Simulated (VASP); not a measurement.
A run of VASP 6.6.1 is set up as follows.

INCAR

```
PREC = Accurate
ENCUT = 520
EDIFF = 1E-6
ISMEAR = -1
SIGMA = 0.05
LREAL = False
LASPH = True
NELM = 60
ALGO = Normal
ISIF = 2
LWAVE = False
LCHARG = False
GGA = PS
NBANDS = 28
```

The input KPOINTS:

```
regular mesh
0
Gamma
  6 6 6
```

POSCAR

```
Ti3Al
1.0
    0.0000000000      3.1658077740      3.1658077740
    3.1658077740      0.0000000000      3.1658077740
    3.1658077740      3.1658077740      0.0000000000
Ti Al
3 1
Direct
    0.7500000000      0.7500000000      0.7500000000
    0.2500000000      0.2500000000      0.2500000000
    0.0000000000      0.0000000000      0.0000000000
    0.5000000000      0.5000000000      0.5000000000
```

Potentials or basis: VASP PAW PBE potentials, release 64 (Ti_sv, Al).

The run is started by

```sh
$ cat potpaw_PBE.64/Ti_sv/POTCAR potpaw_PBE.64/Al/POTCAR > POTCAR
$ mpirun -np 1 vasp_std > vasp.out
```

(1) Predict the pressure.

Results:

(1) 2.1 GPa.

Caveat: the PAW data sets were made with another functional, which shifts forces and pressure a little.
